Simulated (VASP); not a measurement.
# KTaO3 (P4/mmm) in VASP: further runs

KTaO3 is run at these levels: r2SCAN; tasks: single point.

Program: VASP 6.6.1. These are calculated values, not measurements. Logs are shortened: lines on timing, memory, paths and dates and some standing lists are left out, and cuts for length are marked.

## Step 1: The cell of the first run

It takes space group P4/mmm (No. 123, tetragonal). The conventional cell has a = 4.188 Å, b = 4.188 Å, c = 3.988 Å, α = 90.00°, β = 90.00°, γ = 90.00°. K (site symmetry 4/mmm) has 12 O at 2.89 to 2.96 Å and 8 Ta at 3.57 Å within 3.8 Å. Ta (site symmetry 4/mmm) has 6 O at 1.99 to 2.09 Å within 2.6 Å. Within 2.8 Å of O (site symmetry mmm) lie 2 Ta at 2.09 Å. Within 2.6 Å of O (site symmetry 4/mmm) lie 2 Ta at 1.99 Å.

## Step 2: Single point, r2SCAN (strain +0.050 along x and y, +0.000 along z)

The input, POSCAR:

```
KTaO3
1.0
    4.1877150000      0.0000000000      0.0000000000
    0.0000000000      4.1877150000      0.0000000000
    0.0000000000      0.0000000000      3.9883000000
K Ta O
1 1 3
Direct
    0.5000000000      0.5000000000      0.5000000000
    0.0000000000      0.0000000000      0.0000000000
    0.5000000000      0.0000000000      0.0000000000
    0.0000000000      0.5000000000      0.0000000000
    0.0000000000      0.0000000000      0.5000000000
```

The input, INCAR.step1:

```
SYSTEM = KTaO3
ALGO = Normal
EDIFF = 1E-4
ENCUT = 520
GGA = PE
ISMEAR = 0
LASPH = .True.
LCHARG = .False.
LREAL = .False.
LWAVE = .True.
NBANDS = 27
NELM = 60
PREC = Accurate
SIGMA = 0.05
```

The input, INCAR.step2:

```
SYSTEM = KTaO3
ALGO = Normal
EDIFF = 1E-6
ENCUT = 520
ISIF = 2
ISMEAR = 0
ISTART = 1
LASPH = .True.
LCHARG = .True.
LELF = .True.
LMIXTAU = .True.
LREAL = .False.
LVHAR = .True.
LWAVE = .False.
METAGGA = R2SCAN
NBANDS = 27
NELM = 60
PREC = Accurate
SIGMA = 0.05
```

The input, KPOINTS:

```
k-points
0
Gamma
  6 6 6
  0 0 0
```

Potentials or basis: VASP PAW PBE potentials, release 64 (K_sv, Ta_pv, O).

On the command line:

```
$ cat potpaw_PBE.64/K_sv/POTCAR potpaw_PBE.64/Ta_pv/POTCAR potpaw_PBE.64/O/POTCAR > POTCAR
$ cp INCAR.step1 INCAR
$ mpirun -np 1 vasp_std > vasp.out
$ cp INCAR.step2 INCAR
$ mpirun -np 1 vasp_std > vasp.out
```

OUTCAR:

```text
SYSTEM = KTaO3
   EDIFF = 1E-6
   ENCUT = 520
   ISIF = 2
   ISMEAR = 0
   ISTART = 1
   LASPH = .True.
   LREAL = .False.
   METAGGA = R2SCAN
   NELM = 60
   PREC = Accurate

 ion  position               nearest neighbor table
   1  0.500  0.500  0.500-   2 3.57   2 3.57   2 3.57   2 3.57   2 3.57   2 3.57   2 3.57   2 3.57

   2  0.000  0.000  0.000-   5 1.99   5 1.99   3 2.09   4 2.09   4 2.09   3 2.09   1 3.57   1 3.57
                             1 3.57   1 3.57   1 3.57   1 3.57   1 3.57   1 3.57
   3  0.500  0.000  0.000-   2 2.09   2 2.09
   4  0.000  0.500  0.000-   2 2.09   2 2.09
   5  0.000  0.000  0.500-   2 1.99   2 1.99

  LATTYP: Found a simple tetragonal cell.
 ALAT       =     4.1877150000
 C/A-ratio  =     0.9523809524

  Lattice vectors:

 A1 = (   4.1877150000,   0.0000000000,   0.0000000000)
 A2 = (   0.0000000000,   4.1877150000,   0.0000000000)
 A3 = (   0.0000000000,   0.0000000000,   3.9883000000)

Analysis of symmetry for initial positions (statically):
=====================================================================
 Subroutine PRICEL returns:
 Original cell was already a primitive cell.

 Routine SETGRP: Setting up the symmetry group for a
 simple tetragonal supercell.

 Subroutine GETGRP returns: Found 16 space group operations
 (whereof 16 operations were pure point group operations)
 out of a pool of 16 trial point group operations.

The static configuration has the point symmetry D_4h.

Analysis of symmetry for dynamics (positions and initial velocities):
=====================================================================
 Subroutine PRICEL returns:
 Original cell was already a primitive cell.

 Routine SETGRP: Setting up the symmetry group for a
 simple tetragonal supercell.

 Subroutine GETGRP returns: Found 16 space group operations
 (whereof 16 operations were pure point group operations)
 out of a pool of 16 trial point group operations.

The dynamic configuration has the point symmetry D_4h.

 Subroutine INISYM returns: Found 16 space group operations
 (whereof 16 operations are pure point group operations),
 and found     1 'primitive' translations

----------------------------------------------------------------------------------------

                                     Primitive cell

  volume of cell :      69.9426

  direct lattice vectors                    reciprocal lattice vectors
     4.187715000  0.000000000  0.000000000     0.238793710  0.000000000  0.000000000
     0.000000000  4.187715000  0.000000000     0.000000000  0.238793710  0.000000000
     0.000000000  0.000000000  3.988300000     0.000000000  0.000000000  0.250733395

  length of vectors
     4.187715000  4.187715000  3.988300000     0.238793710  0.238793710  0.250733395

  position of ions in fractional coordinates (direct lattice)
     0.500000000  0.500000000  0.500000000
     0.000000000  0.000000000  0.000000000
     0.500000000  0.000000000  0.000000000
     0.000000000  0.500000000  0.000000000
     0.000000000  0.000000000  0.500000000

  ion indices of the primitive-cell ions
   primitive index   ion index
                 1           1
                 2           2
                 3           3
                 4           4
                 5           5

----------------------------------------------------------------------------------------

 KPOINTS: k-points

Automatic generation of k-mesh.
 Grid dimensions read from file:
 generate k-points for:    6    6    6

 Generating k-lattice:

  Cartesian coordinates                     Fractional coordinates (reciprocal lattice)
     0.039798952  0.000000000  0.000000000     0.166666667  0.000000000  0.000000000
     0.000000000  0.039798952  0.000000000     0.000000000  0.166666667  0.000000000
     0.000000000  0.000000000  0.041788899     0.000000000  0.000000000  0.166666667

  Length of vectors
     0.039798952  0.039798952  0.041788899

  Shift w.r.t. Gamma in fractional coordinates (k-lattice)
     0.000000000  0.000000000  0.000000000

 Subroutine IBZKPT returns following result:
 ===========================================

 Found     40 irreducible k-points:

 Following reciprocal coordinates:
            Coordinates               Weight
  0.000000  0.000000  0.000000      1.000000
  0.166667  0.000000  0.000000      4.000000
  0.333333  0.000000  0.000000      4.000000
  0.500000  0.000000  0.000000      2.000000
  0.166667  0.166667  0.000000      4.000000
  0.333333  0.166667  0.000000      8.000000
[... 16 lines left out ...]
  0.333333  0.000000  0.333333      8.000000
  0.500000  0.000000  0.333333      4.000000
 [... further k-points ...]
   k-points           NKPTS =     40   k-points in BZ     NKDIM =     40   number of bands    NBANDS=     27
   number of dos      NEDOS =    301   number of ions     NIONS =      5
   total plane-waves  NPLWV =  30720
   dimension x,y,z NGX =    32 NGY =   32 NGZ =   30
   dimension x,y,z NGXF=    64 NGYF=   64 NGZF=   60
[... 61 lines left out ...]

 E-fermi :   1.0770     XC(G=0): -11.0143

 val. band max:        0.8428280753   @ k =   0.5000   0.5000   0.5000
 cond. band min:       3.0761318405   @ k =   0.0000   0.0000   0.0000
 fundamental gap:      2.2333037653
 Fermi energy:         1.0769881463

 k-point     1 :       0.0000    0.0000    0.0000
  band No.  band energies     occupation
      1     -35.0110      2.00000
      2     -34.9640      2.00000
      3     -34.9640      2.00000
      4     -27.7531      2.00000
      5     -17.6541      2.00000
      6     -16.8195      2.00000
[... 19 lines left out ...]
     26       9.2971      0.00000
     27       9.5418      0.00000

 k-point     2 :       0.1667    0.0000    0.0000
  band No.  band energies     occupation
      1     -35.0106      2.00000
      2     -34.9763      2.00000
      3     -34.9636      2.00000
      4     -27.7497      2.00000
      5     -17.6402      2.00000
      6     -16.7597      2.00000
[... 19 lines left out ...]
     26       9.5914      0.00000
     27       9.8496      0.00000

 k-point     3 :       0.3333    0.0000    0.0000
  band No.  band energies     occupation
      1     -35.0099      2.00000
      2     -35.0007      2.00000
      3     -34.9628      2.00000
      4     -27.7428      2.00000
      5     -17.6273      2.00000
      6     -16.7186      2.00000
[... 19 lines left out ...]
     26      10.2425      0.00000
     27      10.6942      0.00000

 k-point     4 :       0.5000    0.0000    0.0000
  band No.  band energies     occupation
      1     -35.0128      2.00000
      2     -35.0095      2.00000
      3     -34.9624      2.00000
      4     -27.7394      2.00000
      5     -17.6258      2.00000
      6     -16.7137      2.00000
[... 19 lines left out ...]
     26      10.5962      0.00000
     27      11.5110      0.00000

 k-point     5 :       0.1667    0.1667    0.0000
  band No.  band energies     occupation
      1     -35.0103      2.00000
      2     -34.9759      2.00000
      3     -34.9757      2.00000
      4     -27.7466      2.00000
      5     -17.6215      2.00000
      6     -16.6553      2.00000
[... 19 lines left out ...]
     26       9.8538      0.00000
     27      10.1519      0.00000

 k-point     6 :       0.3333    0.1667    0.0000
  band No.  band energies     occupation
      1     -35.0095      2.00000
      2     -35.0002      2.00000
      3     -34.9750      2.00000
      4     -27.7405      2.00000
      5     -17.5992      2.00000
      6     -16.5743      2.00000
[... 444 lines left out ...]
      1     -35.0826      2.00000
      2     -34.9615      2.00000
      3     -34.9615      2.00000
      4     -27.7383      2.00000
      5     -17.0826      2.00000
      6     -16.6204      2.00000
[... 19 lines left out ...]
     26      10.6179      0.00000
     27      11.0624      0.00000

 k-point    22 :       0.1667    0.0000    0.3333
  band No.  band energies     occupation
      1     -35.0821      2.00000
      2     -34.9737      2.00000
      3     -34.9611      2.00000
      4     -27.7360      2.00000
      5     -16.9977      2.00000
      6     -16.6125      2.00000
[... 19 lines left out ...]
     26      10.8269      0.00000
     27      11.2093      0.00000

 k-point    23 :       0.3333    0.0000    0.3333
  band No.  band energies     occupation
      1     -35.0812      2.00000
      2     -34.9979      2.00000
      3     -34.9603      2.00000
      4     -27.7315      2.00000
      5     -16.9005      2.00000
      6     -16.5985      2.00000
[... 19 lines left out ...]
     26      11.3025      0.00000
     27      11.7150      0.00000

 k-point    24 :       0.5000    0.0000    0.3333
  band No.  band energies     occupation
      1     -35.0807      2.00000
      2     -35.0099      2.00000
      3     -34.9599      2.00000
      4     -27.7293      2.00000
      5     -16.8781      2.00000
      6     -16.5915      2.00000
[... 19 lines left out ...]
     26      11.3898      0.00000
     27      11.8022      0.00000

 [... further k-points ...]
[... 5 lines left out ...]
  --------------------------------------------------------------------------------------
  -------------------------------------------------------------------------------------
  Total       -8.4849642     -8.4849642     -2.5864675      0.0000000      0.0000000      0.0000000
  in kB     -194.3652161   -194.3652161    -59.2482528      0.0000000      0.0000000      0.0000000
  external PRESSURE =    -149.3262283 kB  Pullay stress =       0.0000000 kB

 VOLUME and BASIS-vectors are now :
 -----------------------------------------------------------------------------
  energy-cutoff  :      520.00
  volume of cell :       69.94
      direct lattice vectors                 reciprocal lattice vectors
     4.187715000  0.000000000  0.000000000     0.238793710  0.000000000  0.000000000
     0.000000000  4.187715000  0.000000000     0.000000000  0.238793710  0.000000000
     0.000000000  0.000000000  3.988300000     0.000000000  0.000000000  0.250733395

 POSITION                                       TOTAL-FORCE (eV/Angst)
 -----------------------------------------------------------------------------------
      2.09386      2.09386      1.99415         0.000000      0.000000      0.000000
      0.00000      0.00000      0.00000         0.000000      0.000000      0.000000
      2.09386      0.00000      0.00000         0.000000      0.000000      0.000000
      0.00000      2.09386      0.00000         0.000000      0.000000      0.000000
      0.00000      0.00000      1.99415         0.000000      0.000000      0.000000
 -----------------------------------------------------------------------------------
    total drift:                                0.000000      0.000000     -0.000000

  FREE ENERGIE OF THE ION-ELECTRON SYSTEM (eV)
  ---------------------------------------------------
  free  energy   TOTEN  =       -86.7516768482 eV

  energy  without entropy=      -86.7516768482  energy(sigma->0) =      -86.75167685
```

Wall time 4 min (1 thread of AMD EPYC 9R45 (Zen 5), shared host); peak memory 0.19 GiB.

Results:

```yaml
Free_energy: -86.7517 eV
Pressure: -14.9 GPa
Band_gap_on_the_k_mesh: 2.23 eV, indirect (least direct gap 2.91 eV)
```

Stress tensor (GPa, compression positive):
```
-19.44   0.00   0.00
  0.00 -19.44   0.00
  0.00   0.00  -5.92
```

Levels at points of the mesh, in eV from the valence-band top:
```tsv
k point	band 16	band 17	band 18	band 19	band 20	band 21	band 22	band 23
(0.00, 0.00, 0.00)	-0.82	-0.68	-0.68	-0.68	2.23	2.30	2.30	5.57
(0.50, 0.00, 0.00)	-2.08	-1.37	-1.03	-0.85	2.39	4.52	4.52	5.93
(0.50, 0.50, 0.00)	-2.05	-1.76	-1.76	-0.04	4.54	4.54	5.60	7.52
(0.00, 0.00, 0.50)	-1.86	-1.28	-0.83	-0.83	2.38	5.10	5.10	5.61
(0.50, 0.00, 0.50)	-1.88	-1.25	-1.22	-0.13	4.56	5.12	6.05	6.45
(0.50, 0.50, 0.50)	-3.36	-0.08	-0.08	0.00	5.70	6.13	6.13	9.13
```

Caveat: the cell differs from its parent crystal (strain +0.050 along x and y, +0.000 along z); the PAW data sets were made with another functional, which shifts forces and pressure a little; spin-orbit coupling is left out, which moves the levels of the heavy elements.

## Step 3: Single point, r2SCAN (strain +0.025 along x and y, +0.050 along z)

POSCAR: that of step 2 with these lines changed.

```diff
@@ -2,5 +2,5 @@
 1.0
-    4.1877150000      0.0000000000      0.0000000000
-    0.0000000000      4.1877150000      0.0000000000
-    0.0000000000      0.0000000000      3.9883000000
+    4.0880075000      0.0000000000      0.0000000000
+    0.0000000000      4.0880075000      0.0000000000
+    0.0000000000      0.0000000000      4.1877150000
 K Ta O
```

The input, INCAR.step1:

```
ALGO = Normal
EDIFF = 1E-4
ENCUT = 520
GGA = PE
ISMEAR = 0
LASPH = T
LCHARG = F
LREAL = F
LWAVE = T
NBANDS = 27
NELM = 100
PREC = Accurate
SIGMA = 0.05
```

The input, INCAR.step2:

```
ALGO = Normal
EDIFF = 1E-6
ENCUT = 520
ISIF = 2
ISMEAR = 0
ISTART = 1
LASPH = T
LCHARG = F
LMIXTAU = T
LREAL = F
LWAVE = F
METAGGA = R2SCAN
NBANDS = 27
NELM = 100
PREC = Accurate
SIGMA = 0.05
```

The input, KPOINTS:

```
k-points
0
Gamma
  6 6 6
```

Potentials or basis: VASP PAW PBE potentials, release 64 (K_sv, Ta_pv, O).

On the command line:

```
$ cat potpaw_PBE.64/K_sv/POTCAR potpaw_PBE.64/Ta_pv/POTCAR potpaw_PBE.64/O/POTCAR > POTCAR
$ cp INCAR.step1 INCAR
$ mpirun -np 1 vasp_std > vasp.out
$ cp INCAR.step2 INCAR
$ mpirun -np 1 vasp_std > vasp.out
```

It took 3.7 min on 1 thread of AMD EPYC 9R45 (Zen 5), shared host; peak memory 0.19 GiB.

The run converged. Its results:

* Free energy: -86.8199 eV
* Pressure: -15.6 GPa
* Band gap on the k mesh: 2.31 eV, indirect (least direct gap 2.96 eV)

Stress tensor (GPa, compression positive):
```
-13.63   0.00   0.00
  0.00 -13.63   0.00
  0.00   0.00 -19.50
```

Levels at points of the mesh, in eV from the valence-band top:
```tsv
k point	band 16	band 17	band 18	band 19	band 20	band 21	band 22	band 23
(0.00, 0.00, 0.00)	-0.94	-0.69	-0.65	-0.65	2.31	2.31	2.34	5.72
(0.50, 0.00, 0.00)	-1.95	-1.29	-0.89	-0.80	2.43	4.83	4.84	5.85
(0.50, 0.50, 0.00)	-1.83	-1.19	-1.19	-0.08	4.86	4.86	6.05	6.49
(0.00, 0.00, 0.50)	-2.05	-1.38	-0.92	-0.92	2.44	4.56	4.56	6.13
(0.50, 0.00, 0.50)	-1.93	-1.45	-1.44	-0.04	4.59	4.86	5.85	7.00
(0.50, 0.50, 0.50)	-3.58	-0.05	0.00	0.00	5.94	5.94	6.13	9.30
```

Caveat: the cell differs from its parent crystal (strain +0.025 along x and y, +0.050 along z); the PAW data sets were made with another functional, which shifts forces and pressure a little; spin-orbit coupling is left out, which moves the levels of the heavy elements.

## Step 4: Single point, r2SCAN (strain +0.050 along x and y, +0.025 along z)

POSCAR: that of step 3 with these lines changed.

```diff
@@ -2,5 +2,5 @@
 1.0
-    4.0880075000      0.0000000000      0.0000000000
-    0.0000000000      4.0880075000      0.0000000000
-    0.0000000000      0.0000000000      4.1877150000
+    4.1877150000      0.0000000000      0.0000000000
+    0.0000000000      4.1877150000      0.0000000000
+    0.0000000000      0.0000000000      4.0880075000
 K Ta O
```

The input, INCAR.step1:

```
ALGO     = Normal         # electronic algorithm
EDIFF    = 1E-4           # SCF threshold, eV
ENCUT    = 520            # plane-wave cutoff, eV
GGA      = PE             # functional
ISMEAR   = 0              # smearing method
LASPH    = T              # aspherical terms in the spheres
LCHARG   = F              # write CHGCAR
LREAL    = F              # projectors in reciprocal space
LWAVE    = T              # write WAVECAR
NBANDS   = 27             # bands
NELM     = 60             # most SCF steps
PREC     = Accurate       # precision mode
SIGMA    = 0.05           # smearing width, eV
```

The input, INCAR.step2:

```
ALGO     = Normal         # electronic algorithm
EDIFF    = 1E-7           # SCF threshold, eV
ENCUT    = 520            # plane-wave cutoff, eV
ISIF     = 2              # what is computed and relaxed
ISMEAR   = 0              # smearing method
ISTART   = 1            
LASPH    = T              # aspherical terms in the spheres
LCHARG   = F              # write CHGCAR
LMIXTAU  = T            
LREAL    = F              # projectors in reciprocal space
LWAVE    = F              # write WAVECAR
METAGGA  = R2SCAN         # meta-GGA
NBANDS   = 27             # bands
NELM     = 60             # most SCF steps
PREC     = Accurate       # precision mode
SIGMA    = 0.05           # smearing width, eV
```

KPOINTS is that of step 3.

On the command line:

```
$ cat potpaw_PBE.64/K_sv/POTCAR potpaw_PBE.64/Ta_pv/POTCAR potpaw_PBE.64/O/POTCAR > POTCAR
$ cp INCAR.step1 INCAR
$ mpirun -np 1 vasp_std > vasp.out
$ cp INCAR.step2 INCAR
$ mpirun -np 1 vasp_std > vasp.out
```

It took 3.7 min on 1 thread of AMD EPYC 9R45 (Zen 5), shared host; peak memory 0.2 GiB.

It converged, with:

* Free energy: -86.6380 eV
* Pressure: -18.7 GPa
* Band gap on the k mesh: 2.22 eV, indirect (least direct gap 2.90 eV)

Stress tensor (GPa, compression positive):
```
-20.55   0.00   0.00
  0.00 -20.55   0.00
  0.00   0.00 -14.86
```

Levels at points of the mesh, in eV from the valence-band top:
| k point | band 17 | band 18 | band 19 | band 20 | band 21 | band 22 |
| --- | --- | --- | --- | --- | --- | --- |
| (0.00, 0.00, 0.00) | -0.68 | -0.68 | -0.68 | 2.22 | 2.25 | 2.25 |
| (0.50, 0.00, 0.00) | -1.31 | -0.94 | -0.85 | 2.35 | 4.48 | 4.48 |
| (0.50, 0.50, 0.00) | -1.51 | -1.51 | -0.04 | 4.51 | 4.51 | 5.57 |
| (0.00, 0.00, 0.50) | -1.25 | -0.83 | -0.83 | 2.34 | 4.75 | 4.75 |
| (0.50, 0.00, 0.50) | -1.27 | -1.25 | -0.08 | 4.51 | 4.78 | 5.77 |
| (0.50, 0.50, 0.50) | -0.05 | -0.05 | 0.00 | 5.65 | 5.85 | 5.85 |

Caveat: the cell differs from its parent crystal (strain +0.050 along x and y, +0.025 along z); the PAW data sets were made with another functional, which shifts forces and pressure a little; spin-orbit coupling is left out, which moves the levels of the heavy elements. A k mesh can miss the band edges.

## Step 5: Overview

```csv
cell,gap on the mesh (eV),pressure (GPa)
"a = 4.188, b = 4.188, c = 3.988 Å, 5 atoms",2.23,-14.9
"a = 4.088, b = 4.088, c = 4.188 Å, 5 atoms",2.31,-15.6
"a = 4.188, b = 4.188, c = 4.088 Å, 5 atoms",2.22,-18.7
```

Alike in all rows: task single point; level r2SCAN; potentials or basis VASP PAW PBE potentials, release 64 (K_sv, Ta_pv, O); no spin polarisation; k mesh 6 × 6 × 6; cutoff (eV) 520; smearing gaussian 0.05 eV.

Caveats: the PAW data sets were made with another functional, which shifts forces and pressure a little; spin-orbit coupling is left out, which moves the levels of the heavy elements.

Absolute energies hang on the potentials; compare differences alone.
